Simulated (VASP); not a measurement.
**Sr: single point with PBE**

Crystal: Sr.

```xyz
2
Lattice="4.2167 -0.0593 -0.1596 -1.5943 6.7210 -1.9598 2.0930 0.5615 3.6028" Properties=species:S:1:pos:R:3 pbc="T T T"
Sr    0.4617    3.5987   -0.3909
Sr    4.4096    0.4874    2.3001
```

The cell was built from a structure type or drawn by symmetry, and may not be a known phase.

```yaml
Program: VASP 6.6.1
Task: single point
Functional: PBE
Potentials_or_basis: VASP PAW PBE potentials, release 64 (Sr_sv)
Cutoff: 520 eV
k_mesh: 6 × 4 × 4
Occupations: gaussian, width 0.1 eV
Spin: no spin polarisation
```

The pressure is 0.1 GPa. The largest force is 0.004 eV/Å. The band gap on the k mesh is zero (bands 10 and 11 overlap by 0.03 eV).

Forces on the atoms (eV/Å):
```
Sr   0.000 -0.001 -0.004
Sr   0.000  0.001  0.004
```

Stress tensor (GPa, compression positive):
```
 0.10 -0.06  0.05
-0.06  0.06 -0.07
 0.05 -0.07  0.05
```

Levels at points of the mesh, in eV from the Fermi level:
```tsv
k point	band 7	band 8	band 9	band 10	band 11	band 12	band 13	band 14
(0.00, 0.00, 0.00)	-18.52	-18.52	-3.69	-1.14	0.06	1.91	2.20	2.22
(0.50, 0.00, 0.00)	-18.57	-18.57	-0.87	-0.87	0.34	0.34	1.13	1.13
(0.00, 0.50, 0.00)	-18.53	-18.53	-2.73	-2.73	1.25	1.25	2.26	2.27
(0.50, 0.50, 0.00)	-18.56	-18.54	-1.16	-0.75	0.04	0.40	0.83	1.88
(0.00, 0.00, 0.50)	-18.56	-18.56	-0.86	-0.85	0.35	0.37	1.12	1.13
(0.50, 0.00, 0.50)	-18.56	-18.54	-1.16	-0.55	0.04	0.18	1.54	1.91
(0.00, 0.50, 0.50)	-18.56	-18.54	-1.13	-0.75	0.08	0.40	0.82	1.90
(0.50, 0.50, 0.50)	-18.59	-18.59	-0.65	-0.65	0.17	0.18	1.45	1.46
```

Wall time 55 s on 1 thread of Intel(R) Xeon(R) Platinum 8488C (Sapphire Rapids), with other jobs on the host, peak memory 0.26 GiB.

Caveat: the k points lie up to 0.40 Å⁻¹ apart.
